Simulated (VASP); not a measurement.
Ba4AlAs:

```
Ba Al As
1.0
     0.00000    4.39049    4.39049
     4.39049    0.00000    4.39049
     4.39049    4.39049    0.00000
Ba Al As
4 1 1
Cartesian
  5.4800 5.4800 3.3009
  3.3009 5.4800 5.4800
  3.3009 3.3009 3.3009
  5.4800 3.3009 5.4800
  0.0000 0.0000 0.0000
  6.5857 6.5857 6.5857
```

```yaml
Program: VASP 6.6.1
Task: relaxation of cell and atoms
Functional: PBE
Potentials_or_basis: VASP PAW PBE potentials, release 64 (Ba_sv, Al, As)
Cutoff: 500 eV
k_mesh: 4 × 4 × 4
Occupations: gaussian, width 0.1 eV
Spin: no spin polarisation
```

At the start: pressure 14.6 GPa; volume 28.21 Å³/atom.

**Question.** Where does the relaxation end?

**Answer.** Over 6 steps the energy falls by 396.9 meV/atom and the volume is 40.93 Å³/atom (+45.1 %); space group F-43m (No. 216, to 0.05 Å).

Step by step:
| step | energy change (eV) | largest force (eV/Å) | pressure (GPa) | volume (Å³) |
| --- | --- | --- | --- | --- |
| 1 | 0.0000 | 0.0731 | 14.56 | 169.27 |
| 2 | -2.3722 | 0.0719 | 0.43 | 240.17 |
| 3 | -2.3555 | 0.0526 | -0.63 | 258.99 |
| 4 | -2.3808 | 0.0651 | -0.03 | 247.28 |
| 5 | -2.3805 | 0.0670 | 0.08 | 245.52 |
| 6 | -2.3812 | 0.0272 | 0.07 | 245.56 |

Final structure:
```xyz
6
Lattice="0.0000 4.9702 4.9702 4.9702 0.0000 4.9702 4.9702 4.9702 0.0000" Properties=species:S:1:pos:R:3 pbc="T T T"
Ba    6.2042    6.2042    3.7363
Ba    3.7363    6.2042    6.2042
Ba    3.7363    3.7363    3.7363
Ba    6.2042    3.7363    6.2042
Al    9.9404    9.9404    9.9404
As    7.4553    7.4553    7.4553
```

Caveat: the volume moved by over 15 % at a fixed basis, so the end points are rough.
